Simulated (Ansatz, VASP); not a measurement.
C: VASP beside Ansatz

```
C
1.0
     0.00000    3.55380   -3.55380
    -3.55380    0.00000   -3.55380
    -3.55380    3.55380    0.00000
C
15
Cartesian
  -3.5538 1.7769 -3.5538
  -1.7769 3.5538 -3.5538
  -1.7769 1.7769 -1.7769
  -5.3307 5.3307 -5.3307
  -5.3307 3.5538 -3.5538
  -3.5538 5.3307 -3.5538
  -3.5538 3.5538 -1.7769
  -2.6653 4.4422 -4.4422
  -2.6653 2.6653 -2.6653
  -4.3630 4.3630 -5.7113
  -4.4422 2.6653 -4.4422
  -4.4422 6.2191 -4.4422
  -4.4422 4.4422 -2.6653
  -6.2191 6.2191 -6.2191
  -6.2191 4.4422 -4.4422
```

Change from the starting cell: C vacancy; atom 10 moved 0.250 of the way to it and +0.350 Å across, host rigid.

Alike in both runs: task single point; functional PBEsol; k mesh 6 × 6 × 6; occupations gaussian, width 0.05 eV; no spin polarisation.

|  | VASP | Ansatz |
| --- | --- | --- |
| version | VASP 6.6.1 | Ansatz 0.2.0 |
| potentials or method | VASP PAW PBE potentials, release 64 (C), cutoff 520 eV | scalar-relativistic, plane waves, PAW |
| valence electrons in the cell | 60 | 60 |

|  | VASP | Ansatz | Ansatz less VASP |
| --- | --- | --- | --- |
| gap on the k mesh at the Fermi level (eV) | none | none | - |
| pressure (GPa) | -5.8 | -6.9 | -1.06 |
| traceless stress, the component that is largest in VASP (GPa) | -12.63 | -12.62 | +0.012 |
| rms of the force components (eV/Å) | 1.787 | 1.788 | +0.0011 |

VASP's potentials were made for PBE, not for PBEsol, and Ansatz warns of the same on its side. Atom by atom the forces differ by 0.018 eV/Å (rms over components). A gap of «none» marks a metal or a gap that the smearing closes.
